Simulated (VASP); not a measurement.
## TePb: single point with PBE0

TePb:

```
Pb Te
1.0
     5.49838    0.00000    0.00000
    -2.74919    4.76173    0.00000
     0.00000    0.00000    6.57525
Pb Te
2 2
Direct
  0.33333 0.66667 0.25000
  0.66667 0.33333 0.75000
  0.66667 0.33333 0.25000
  0.33333 0.66667 0.75000
```

| Property | Result |
| --- | --- |
| Program | VASP 6.6.1 |
| Task | single point |
| Functional | PBE0 |
| Potentials or basis | VASP PAW PBE potentials, release 64 (Pb_d, Te) |
| Cutoff | 520 eV |
| k mesh | 3 × 3 × 2 |
| Occupations | gaussian, width 0.01 eV |
| Spin | no spin polarisation |

The pressure is 0.1 GPa and the band gap on the k mesh is 2.24 eV, direct.

Stress tensor (GPa, compression positive):
```
-1.17  0.00  0.00
 0.00 -1.17  0.00
 0.00  0.00  2.49
```

Levels at points of the mesh, in eV from the valence-band top:
| k point | band 16 | band 17 | band 18 | band 19 | band 20 | band 21 | band 22 | band 23 | band 24 | band 25 |
| --- | --- | --- | --- | --- | --- | --- | --- | --- | --- | --- |
| (0.00, 0.00, 0.00) | -3.01 | -3.01 | -1.60 | -1.60 | -1.57 | 2.43 | 2.43 | 4.12 | 4.12 | 5.39 |
| (0.00, 0.00, 0.50) | -2.36 | -2.36 | -2.36 | -1.39 | -1.39 | 2.94 | 2.94 | 2.94 | 2.94 | 3.54 |

Run time: 22 min on 1 thread of Intel(R) Xeon(R) Platinum 8259CL CPU @ 2.50GHz (Skylake/Cascade Lake) (shared host), peak memory 0.33 GiB.

Caveat: the k points lie up to 0.48 Å⁻¹ apart; the PAW data sets were made with another functional, which shifts forces and pressure a little; spin-orbit coupling is left out, which moves the levels of the heavy elements. A k mesh can miss the band edges.
